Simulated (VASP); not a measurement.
# NbN (Fm-3m) in VASP: notebook

NbN is run at these levels: PBE; tasks: single point.

All numbers are computed with VASP 6.6.1; they aren't measurements. Logs are shortened: lines on timing, memory, paths and dates and some standing lists are left out, and cuts for length are marked.

## (1) The cell of the first run

It takes space group Fm-3m (No. 225, cubic). Conventional cell: a = 4.377 Å, b = 4.377 Å, c = 4.377 Å, α = 90.00°, β = 90.00°, γ = 90.00°. Nb (site symmetry m-3m) has 6 N at 2.19 Å within 2.9 Å. Within 2.9 Å of N (site symmetry m-3m) lie 6 Nb at 2.19 Å.

## (2) Single point, PBE (10.48 Å³/atom)

File INCAR:

```
PREC     = Accurate       # precision mode
ENCUT    = 600            # plane-wave cutoff, eV
EDIFF    = 1E-6           # SCF threshold, eV
ISMEAR   = 0              # smearing method
SIGMA    = 0.1            # smearing width, eV
LREAL    = False          # projectors in reciprocal space
LASPH    = True           # aspherical terms in the spheres
NELM     = 120            # most SCF steps
ALGO     = Normal         # electronic algorithm
ISIF     = 2              # what is computed and relaxed
LWAVE    = False          # write WAVECAR
LCHARG   = False          # write CHGCAR
GGA      = PE             # functional
NBANDS   = 16             # bands
GGA_COMPAT= False
```

File KPOINTS:

```
regular mesh
0
Gamma
  16 16 16
```

File POSCAR:

```
NbN
1.0
    0.0000000000      2.1884389801      2.1884389801
    2.1884389801      0.0000000000      2.1884389801
    2.1884389801      2.1884389801      0.0000000000
Nb N
1 1
Direct
    0.5000000000      0.5000000000      0.5000000000
    0.0000000000      0.0000000000      0.0000000000
```

Potentials or basis: VASP PAW PBE potentials, release 64 (Nb_sv, N).

Run with:

```
> cat potpaw_PBE.64/Nb_sv/POTCAR potpaw_PBE.64/N/POTCAR > POTCAR
> mpirun -np 1 vasp_std > vasp.out
```

OUTCAR:

```text
PREC = Accurate
   ENCUT = 600
   EDIFF = 1E-6
   ISMEAR = 0
   LREAL = False
   LASPH = True
   NELM = 120
   ISIF = 2
   GGA = PE

 ion  position               nearest neighbor table
   1  0.500  0.500  0.500-   2 2.19   2 2.19   2 2.19   2 2.19   2 2.19   2 2.19
   2  0.000  0.000  0.000-   1 2.19   1 2.19   1 2.19   1 2.19   1 2.19   1 2.19

  LATTYP: Found a face centered cubic cell.
 ALAT       =     4.3768779602

  Lattice vectors:

 A1 = (   0.0000000000,   2.1884389801,   2.1884389801)
 A2 = (   2.1884389801,   0.0000000000,   2.1884389801)
 A3 = (   2.1884389801,   2.1884389801,   0.0000000000)

Analysis of symmetry for initial positions (statically):
=====================================================================
 Subroutine PRICEL returns:
 Original cell was already a primitive cell.

 Routine SETGRP: Setting up the symmetry group for a
 face centered cubic supercell.

 Subroutine GETGRP returns: Found 48 space group operations
 (whereof 48 operations were pure point group operations)
 out of a pool of 48 trial point group operations.

The static configuration has the point symmetry O_h .

Analysis of symmetry for dynamics (positions and initial velocities):
=====================================================================
 Subroutine PRICEL returns:
 Original cell was already a primitive cell.

 Routine SETGRP: Setting up the symmetry group for a
 face centered cubic supercell.

 Subroutine GETGRP returns: Found 48 space group operations
 (whereof 48 operations were pure point group operations)
 out of a pool of 48 trial point group operations.

The dynamic configuration has the point symmetry O_h .

 Subroutine INISYM returns: Found 48 space group operations
 (whereof 48 operations are pure point group operations),
 and found     1 'primitive' translations

----------------------------------------------------------------------------------------

                                     Primitive cell

  volume of cell :      20.9620

  direct lattice vectors                    reciprocal lattice vectors
     0.000000000  2.188438980  2.188438980    -0.228473357  0.228473357  0.228473357
     2.188438980  0.000000000  2.188438980     0.228473357 -0.228473357  0.228473357
     2.188438980  2.188438980  0.000000000     0.228473357  0.228473357 -0.228473357

  length of vectors
     3.094920086  3.094920086  3.094920086     0.395727462  0.395727462  0.395727462

  position of ions in fractional coordinates (direct lattice)
     0.500000000  0.500000000  0.500000000
     0.000000000  0.000000000  0.000000000

  ion indices of the primitive-cell ions
   primitive index   ion index
                 1           1
                 2           2

----------------------------------------------------------------------------------------

 KPOINTS: regular mesh

Automatic generation of k-mesh.
 Grid dimensions read from file:
 generate k-points for:   16   16   16

 Generating k-lattice:

  Cartesian coordinates                     Fractional coordinates (reciprocal lattice)
    -0.014279585  0.014279585  0.014279585     0.062500000  0.000000000  0.000000000
     0.014279585 -0.014279585  0.014279585     0.000000000  0.062500000  0.000000000
     0.014279585  0.014279585 -0.014279585     0.000000000  0.000000000  0.062500000

  Length of vectors
     0.024732966  0.024732966  0.024732966

  Shift w.r.t. Gamma in fractional coordinates (k-lattice)
     0.000000000  0.000000000  0.000000000

 Subroutine IBZKPT returns following result:
 ===========================================

 Found    145 irreducible k-points:

 Following reciprocal coordinates:
            Coordinates               Weight
  0.000000  0.000000  0.000000      1.000000
  0.062500  0.000000  0.000000      8.000000
  0.125000  0.000000  0.000000      8.000000
  0.187500  0.000000  0.000000      8.000000
  0.250000  0.000000  0.000000      8.000000
  0.312500  0.000000  0.000000      8.000000
[... 16 lines left out ...]
 -0.125000  0.062500  0.000000     24.000000
 -0.062500  0.062500  0.000000     12.000000
 [... further k-points ...]
   k-points           NKPTS =    145   k-points in BZ     NKDIM =    145   number of bands    NBANDS=     16
   number of dos      NEDOS =    301   number of ions     NIONS =      2
   total plane-waves  NPLWV =  21952
   dimension x,y,z NGX =    28 NGY =   28 NGZ =   28
   dimension x,y,z NGXF=    56 NGYF=   56 NGZF=   56
   ions per type =               1   1
   NGX,Y,Z   is equivalent  to a cutoff of  15.04, 15.04, 15.04 a.u.
   NGXF,Y,Z  is equivalent  to a cutoff of  30.08, 30.08, 30.08 a.u.
 SYSTEM =  unknown system
   PREC   = accura    normal or accurate (medium, high low for compatibility)
   ISTART =      0    job   : 0-new  1-cont  2-samecut
   ICHARG =      2    charge: 1-file 2-atom 10-const
   ISPIN  =      1    spin polarized calculation?
   LNONCOLLINEAR =      F non collinear calculations
   LSORBIT =      F    spin-orbit coupling
   LASPH  =      T    aspherical Exc in radial PAW
   ENCUT  =  600.0 eV  44.10 Ry    6.64 a.u.   6.18  6.18  6.18*2*pi/ulx,y,z
   NELM   =    120;   NELMIN=  2; NELMDL= -5     # of ELM steps
   EDIFF  = 0.1E-05   stopping-criterion for ELM
   LREAL  =      F    real-space projection
   EDIFFG = 0.1E-04   stopping-criterion for IOM
   NSW    =      0    number of steps for IOM
   IBRION =     -1    ionic relax: 0-MD 1-quasi-New 2-CG
   NFREE  =      0    steps in history (QN), initial steepest desc. (CG)
   ISIF   =      2    stress and relaxation
   ISYM   =      2    0-nonsym 1-usesym 2-fastsym
   POTIM  = 0.5000    time-step for ionic-motion
   TEBEG  =    0.0;   TEEND  =   0.0 temperature during run
   PSTRESS=    0.0 pullay stress
   NELECT =      18.0000    total number of electrons
   NUPDOWN=      -1.0000    fix difference up-down
   EMIN   =  10.00;   EMAX   =-10.00  energy-range for DOS
   EFERMI =   0.00;   METHOD = LEGACY
   ISMEAR =     0;   SIGMA  =   0.10  broadening in eV -4-tet -1-fermi 0-gaus
   EFERMI_NEDOS =   21; number of points for ismear=-14 and -15
   IALGO  =     38    algorithm
   IMIX   =      4    mixing-type and parameters
     AMIX     =   0.40;   BMIX     =  1.00
     AMIX_MAG =   1.60;   BMIX_MAG =  1.00
  volume/ion in A,a.u.               =      10.48        70.73
  Fermi-wavevector in a.u.,A,eV,Ry     =   1.556042  2.940492 32.943320  2.421266
  Thomas-Fermi vector in A             =   2.659895
   LORBIT       =      0    0 simple, 1 ext, 2 COOP (PROOUT), +10 PAW based schemes
   GGA     = PE    functional components
   LHFCALC =     F    Hartree Fock is set to
   AEXX    =    0.0000 exact exchange contribution
   IVDW    =     0    specifies the selected vdW correction
   LEPSILON=     F    determine dielectric tensor
   LRPA    =     F    only Hartree local field effects (RPA)
 non-spin polarized calculation
 Gauss-broadening in eV      SIGMA  =   0.10
  energy-cutoff  :      600.00
  volume of cell :       20.96
 maximum number of plane-waves:       725
 NGX is ok and might be reduce to    28
   NGX = 13   NGY = 13   NGZ = 13

 number of electron      17.9999999 magnetization

 Free energy of the ion-electron system (eV)
  ---------------------------------------------------
  ext. energy  EPLUGINS =         0.00000000
  ---------------------------------------------------
  free energy    TOTEN  =       -20.51985483 eV

  energy without entropy =      -20.51369312  energy(sigma->0) =      -20.51677397

 E-fermi :  14.1905     XC(G=0): -13.4433

 val. band max:       14.1886497446   @ k =  -0.2500   0.3750   0.1250
 cond. band min:      14.2086240850   @ k =  -0.3125   0.0625   0.0000
 fundamental gap:      0.0199743405
 Fermi energy:        14.1904914000

 k-point     1 :       0.0000    0.0000    0.0000
  band No.  band energies     occupation
      1     -42.2225      2.00000
      2     -17.8627      2.00000
      3     -17.8627      2.00000
      4     -17.8627      2.00000
      5      -3.5170      2.00000
      6      10.8102      2.00000
[... 8 lines left out ...]
     15      23.5960      0.00000
     16      37.0637      0.00000

 k-point     2 :       0.0625    0.0000    0.0000
  band No.  band energies     occupation
      1     -42.2171      2.00000
      2     -17.9084      2.00000
      3     -17.8663      2.00000
      4     -17.8663      2.00000
      5      -3.4289      2.00000
      6      10.3292      2.00000
[... 8 lines left out ...]
     15      23.8597      0.00000
     16      36.1654      0.00000

 k-point     3 :       0.1250    0.0000    0.0000
  band No.  band energies     occupation
      1     -42.2018      2.00000
      2     -18.0367      2.00000
      3     -17.8768      2.00000
      4     -17.8768      2.00000
      5      -3.1764      2.00000
      6       9.3859      2.00000
[... 8 lines left out ...]
     15      24.5813      0.00000
     16      34.5111      0.00000

 k-point     4 :       0.1875    0.0000    0.0000
  band No.  band energies     occupation
      1     -42.1788      2.00000
      2     -18.2237      2.00000
      3     -17.8925      2.00000
      4     -17.8925      2.00000
      5      -2.7919      2.00000
      6       8.3372      2.00000
[... 8 lines left out ...]
     15      25.5345      0.00000
     16      33.0326      0.00000
[... 324 lines left out ...]
 k-point    22 :      -0.1875    0.0625    0.0000
  band No.  band energies     occupation
      1     -42.1661      2.00000
      2     -18.3009      2.00000
      3     -17.9409      2.00000
      4     -17.8838      2.00000
      5      -2.5981      2.00000
      6       7.8140      2.00000
[... 8 lines left out ...]
     15      25.9910      0.00000
     16      31.3695      0.00000

 k-point    23 :      -0.1250    0.0625    0.0000
  band No.  band energies     occupation
      1     -42.1906      2.00000
      2     -18.1110      2.00000
      3     -17.9163      2.00000
      4     -17.8705      2.00000
      5      -2.9989      2.00000
      6       8.7699      2.00000
[... 8 lines left out ...]
     15      25.0834      0.00000
     16      33.0733      0.00000

 k-point    24 :      -0.0625    0.0625    0.0000
  band No.  band energies     occupation
      1     -42.2084      2.00000
      2     -17.9716      2.00000
      3     -17.8901      2.00000
      4     -17.8643      2.00000
      5      -3.2883      2.00000
      6       9.6759      2.00000
[... 8 lines left out ...]
     15      24.2767      0.00000
     16      34.9017      0.00000

 [... further k-points ...]
[... 5 lines left out ...]
  --------------------------------------------------------------------------------------
  -------------------------------------------------------------------------------------
  Total        1.2128184      1.2128184      1.2128184      0.0000000      0.0000000     -0.0000000
  in kB       92.6985703     92.6985703     92.6985703      0.0000000      0.0000000     -0.0000000
  external PRESSURE =      92.6985703 kB  Pullay stress =       0.0000000 kB

 VOLUME and BASIS-vectors are now :
 -----------------------------------------------------------------------------
  energy-cutoff  :      600.00
  volume of cell :       20.96
      direct lattice vectors                 reciprocal lattice vectors
     0.000000000  2.188438980  2.188438980    -0.228473357  0.228473357  0.228473357
     2.188438980  0.000000000  2.188438980     0.228473357 -0.228473357  0.228473357
     2.188438980  2.188438980  0.000000000     0.228473357  0.228473357 -0.228473357

 POSITION                                       TOTAL-FORCE (eV/Angst)
 -----------------------------------------------------------------------------------
      2.18844      2.18844      2.18844        -0.000000     -0.000000     -0.000000
      0.00000      0.00000      0.00000         0.000000      0.000000      0.000000
 -----------------------------------------------------------------------------------
    total drift:                                0.000000      0.000000      0.000000

  FREE ENERGIE OF THE ION-ELECTRON SYSTEM (eV)
  ---------------------------------------------------
  free  energy   TOTEN  =       -20.5198548292 eV

  energy  without entropy=      -20.5136931190  energy(sigma->0) =      -20.51677397
```

Run time: 40 s. Hardware: 1 thread of Intel Xeon 6975P-C (Granite Rapids), shared host; peak memory 0.2 GiB.

What came out:

```yaml
Free_energy: -20.5199 eV
Pressure: 9.3 GPa
Band_gap_on_the_k_mesh: zero (bands 9 and 10 overlap by 3.55 eV)
```

Caveat: the cell stands under pressure.

## (3) Single point, PBE

This run uses another cell than the first one, of 10.57 Å³/atom.

File INCAR:

```
SYSTEM = NbN
PREC = Accurate
ENCUT = 600
EDIFF = 1E-6
ISMEAR = 0
SIGMA = 0.1
LREAL = .FALSE.
LASPH = .TRUE.
NELM = 120
ALGO = Normal
ISIF = 2
LWAVE = .FALSE.
LCHARG = .TRUE.
GGA = PE
LELF = .TRUE.
LVHAR = .TRUE.
NBANDS = 16
GGA_COMPAT = .FALSE.
```

File KPOINTS:

```
regular mesh
0
G
  16 16 16
  0 0 0
```

File POSCAR:

```
NbN
1.0
    0.0000000000      2.1945000000      2.1945000000
    2.1945000000      0.0000000000      2.1945000000
    2.1945000000      2.1945000000      0.0000000000
Nb N
1 1
Direct
    0.5000000000      0.5000000000      0.5000000000
    0.0000000000      0.0000000000      0.0000000000
```

Potentials or basis: VASP PAW PBE potentials, release 64 (Nb_sv, N).

Run with:

```
> cat potpaw_PBE.64/Nb_sv/POTCAR potpaw_PBE.64/N/POTCAR > POTCAR
> mpirun -np 1 vasp_std > vasp.out
```

Run time: 38 s. Hardware: 1 thread of Intel Xeon 6975P-C (Granite Rapids), shared host; peak memory 0.2 GiB.

The run converged. Its results:

```
Free energy            : -20.5288 eV
Pressure               : 6.4 GPa
Band gap on the k mesh : zero (bands 9 and 10 overlap by 3.51 eV)
```

Levels at points of the mesh, in eV from the Fermi level:
```csv
k point,band 7,band 8,band 9,band 10,band 11,band 12
"(0.00, 0.00, 0.00)",-3.36,-3.36,-2.02,-2.02,-2.02,-0.15
"(0.50, 0.00, 0.00)",-7.10,-7.10,1.48,1.48,1.99,4.53
"(0.50, 0.50, 0.00)",-5.08,-4.02,-4.02,1.60,2.80,2.80
```

Caveat: the cell stands under pressure.

## (4) Single point, PBE (11.13 Å³/atom)

This run uses another cell than the first one, of 11.13 Å³/atom.

File INCAR:

```
SYSTEM = NbN
ALGO = Normal ; EDIFF = 1E-6
ENCUT = 600 ; GGA = PE
GGA_COMPAT = .False. ; ISIF = 2
ISMEAR = 0 ; LASPH = .True.
LCHARG = .False. ; LREAL = .False.
LWAVE = .False. ; NBANDS = 16
NELM = 120 ; PREC = Accurate
SIGMA = 0.1
```

File KPOINTS:

```
k-points
0
Gamma
  16 16 16
  0 0 0
```

File POSCAR:

```
NbN
1.0
    0.0000000000      2.2326617833      2.2326617833
    2.2326617833      0.0000000000      2.2326617833
    2.2326617833      2.2326617833      0.0000000000
Nb N
1 1
Direct
    0.5000000000      0.5000000000      0.5000000000
    0.0000000000      0.0000000000      0.0000000000
```

Potentials or basis: VASP PAW PBE potentials, release 64 (Nb_sv, N).

Run with:

```
> cat potpaw_PBE.64/Nb_sv/POTCAR potpaw_PBE.64/N/POTCAR > POTCAR
> mpirun -np 1 vasp_std > vasp.out
```

OUTCAR:

```text
SYSTEM = NbN
   EDIFF = 1E-6
   ENCUT = 600
   GGA = PE
   ISIF = 2
   ISMEAR = 0
   LASPH = .True.
   LREAL = .False.
   NELM = 120
   PREC = Accurate

 ion  position               nearest neighbor table
   1  0.500  0.500  0.500-   2 2.23   2 2.23   2 2.23   2 2.23   2 2.23   2 2.23
   2  0.000  0.000  0.000-   1 2.23   1 2.23   1 2.23   1 2.23   1 2.23   1 2.23

  LATTYP: Found a face centered cubic cell.
 ALAT       =     4.4653235666

  Lattice vectors:

 A1 = (   0.0000000000,   2.2326617833,   2.2326617833)
 A2 = (   2.2326617833,   0.0000000000,   2.2326617833)
 A3 = (   2.2326617833,   2.2326617833,   0.0000000000)

Analysis of symmetry for initial positions (statically):
=====================================================================
 Subroutine PRICEL returns:
 Original cell was already a primitive cell.

 Routine SETGRP: Setting up the symmetry group for a
 face centered cubic supercell.

 Subroutine GETGRP returns: Found 48 space group operations
 (whereof 48 operations were pure point group operations)
 out of a pool of 48 trial point group operations.

The static configuration has the point symmetry O_h .

[... 156 lines left out ...]
  ---------------------------------------------------
  free energy    TOTEN  =       -20.51881065 eV

  energy without entropy =      -20.51223590  energy(sigma->0) =      -20.51552327

 E-fermi :  13.2269     XC(G=0): -13.1078

 val. band max:       13.2208301448   @ k =  -0.3125   0.3125   0.1250
 cond. band min:      13.2335233065   @ k =  -0.2500   0.3750   0.1250
 fundamental gap:      0.0126931617
 Fermi energy:        13.2269274333

 k-point     1 :       0.0000    0.0000    0.0000
  band No.  band energies     occupation
      1     -43.2188      2.00000
      2     -18.9155      2.00000
      3     -18.9155      2.00000
      4     -18.9155      2.00000
      5      -4.0804      2.00000
      6      10.0302      2.00000
[... 433 lines left out ...]
      3     -18.9378      2.00000
      4     -18.9173      2.00000
      5      -3.8788      2.00000
      6       8.9464      2.00000
[... 8 lines left out ...]
     15      23.2944      0.00000
     16      33.0453      0.00000

 [... further k-points ...]
[... 5 lines left out ...]
  --------------------------------------------------------------------------------------
  -------------------------------------------------------------------------------------
  Total       -1.2687032     -1.2687032     -1.2687032     -0.0000000      0.0000000      0.0000000
  in kB      -91.3212429    -91.3212429    -91.3212429     -0.0000000      0.0000000      0.0000000
  external PRESSURE =     -91.3212429 kB  Pullay stress =       0.0000000 kB

 VOLUME and BASIS-vectors are now :
 -----------------------------------------------------------------------------
  energy-cutoff  :      600.00
  volume of cell :       22.26
      direct lattice vectors                 reciprocal lattice vectors
     0.000000000  2.232661783  2.232661783    -0.223947937  0.223947937  0.223947937
     2.232661783  0.000000000  2.232661783     0.223947937 -0.223947937  0.223947937
     2.232661783  2.232661783  0.000000000     0.223947937  0.223947937 -0.223947937

 POSITION                                       TOTAL-FORCE (eV/Angst)
 -----------------------------------------------------------------------------------
      2.23266      2.23266      2.23266         0.000000     -0.000000     -0.000000
      0.00000      0.00000      0.00000        -0.000000      0.000000      0.000000
 -----------------------------------------------------------------------------------
    total drift:                                0.000000      0.000000      0.000000

  FREE ENERGIE OF THE ION-ELECTRON SYSTEM (eV)
  ---------------------------------------------------
  free  energy   TOTEN  =       -20.5188106476 eV

  energy  without entropy=      -20.5122358990  energy(sigma->0) =      -20.51552327
```

OSZICAR:

```text
N       E                     dE             d eps       ncg     rms          rms(c)
DAV:   1     0.164822680566E+03    0.16482E+03   -0.11026E+04  4640   0.133E+03
DAV:   2    -0.137823721667E+02   -0.17861E+03   -0.17070E+03  5552   0.426E+02
DAV:   3    -0.238696073864E+02   -0.10087E+02   -0.99263E+01  8640   0.847E+01
DAV:   4    -0.239970328320E+02   -0.12743E+00   -0.12731E+00  5368   0.827E+00
DAV:   5    -0.240002686864E+02   -0.32359E-02   -0.32352E-02  6704   0.124E+00    0.122E+01
DAV:   6    -0.207368749802E+02    0.32634E+01   -0.95277E+00  7056   0.318E+01    0.472E+00
DAV:   7    -0.205405408234E+02    0.19633E+00   -0.77290E-01  5984   0.900E+00    0.253E+00
DAV:   8    -0.205256626927E+02    0.14878E-01   -0.18564E-01  7248   0.457E+00    0.102E+00
DAV:   9    -0.205189783195E+02    0.66844E-02   -0.32157E-02  6312   0.217E+00    0.397E-01
DAV:  10    -0.205188958202E+02    0.82499E-04   -0.27202E-03  5992   0.682E-01    0.833E-02
DAV:  11    -0.205188070382E+02    0.88782E-04   -0.34632E-04  5960   0.180E-01    0.361E-02
DAV:  12    -0.205188114012E+02   -0.43629E-05   -0.16134E-05  6000   0.397E-02    0.110E-02
DAV:  13    -0.205188106476E+02    0.75355E-06   -0.34918E-06  5752   0.219E-02
   1 F= -.20518811E+02 E0= -.20515523E+02  d E =-.657475E-02
```

Wall time 34 s (1 thread of Intel Xeon 6975P-C (Granite Rapids), shared host); peak memory 0.2 GiB.

What came out:

* Free energy: -20.5188 eV
* Pressure: -9.1 GPa
* Band gap on the k mesh: zero (bands 9 and 10 overlap by 3.24 eV)

Caveat: the cell stands under tension.

(Continued in part 2 of 2.)
